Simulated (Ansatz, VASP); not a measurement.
# One calculation of Tl, two programs

```
Tl
1.0
     3.45600    0.00000    0.00000
    -1.72800    2.99298    0.00000
     0.00000    0.00000    5.81506
Tl
2
Direct
  0.33333 0.66667 0.25000
  0.66667 0.33333 0.75000
```

Change from the starting cell: strain +0.0525 x Voigt [0, 0, 1, 0, 0, 0], atoms carried along.

Alike in both runs: task single point; functional PBE; k mesh 18 × 18 × 10; occupations gaussian, width 0.15 eV; no spin polarisation.

|  | VASP | Ansatz |
| --- | --- | --- |
| version | VASP 6.6.1 | Ansatz 0.2.0 |
| potentials or method | VASP PAW PBE potentials, release 64 (Tl_d), cutoff 520 eV | scalar-relativistic, plane waves, PAW |
| valence electrons in the cell | 26 | 26 |

|  | VASP | Ansatz | Ansatz less VASP |
| --- | --- | --- | --- |
| gap on the k mesh at the Fermi level (eV) | none | none | - |
| pressure (GPa) | 1.2 | 1.2 | +0.06 |
| traceless stress, the component that is largest in VASP (GPa) | -1.00 | -1.00 | +0.005 |

A gap of «none» marks a metal or a gap that the smearing closes.

Spin-orbit coupling is off throughout.
